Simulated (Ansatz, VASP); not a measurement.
**Ca3Y: VASP beside Ansatz**

```
CELL_PARAMETERS angstrom
0.00000 4.24557 4.24557
4.24557 0.00000 4.24557
4.24557 4.24557 0.00000
ATOMIC_POSITIONS crystal
Ca 0.24538 0.25305 0.25186
Ca 0.74443 0.75175 0.74743
Ca 0.49399 0.50608 0.49692
Y 0.98991 0.01170 0.99873
```

Alike in both runs: task single point; functional LDA; k mesh 4 × 4 × 4; no spin polarisation.

|  | VASP | Ansatz |
| --- | --- | --- |
| version | VASP 6.6.1 | Ansatz 0.2.0 |
| potentials or method | VASP PAW LDA potentials, release 64 (Ca_sv, Y_sv) | plane waves, PAW |
| plane-wave cutoff (eV) | 520 | 420 |
| occupations | methfessel-paxton of order 1, width 0.1 eV | methfessel-paxton of order 1 |
| valence electrons in the cell | 41 | 41 |

```csv
,VASP,Ansatz,Ansatz less VASP
rms of the force components (eV/Å),0.047,0.047,0.0000
```

LDA's correlation is that of Perdew and Zunger in VASP and of Perdew and Wang (1992) in Ansatz. Atom by atom the forces differ by 0.000 eV/Å (rms over components).
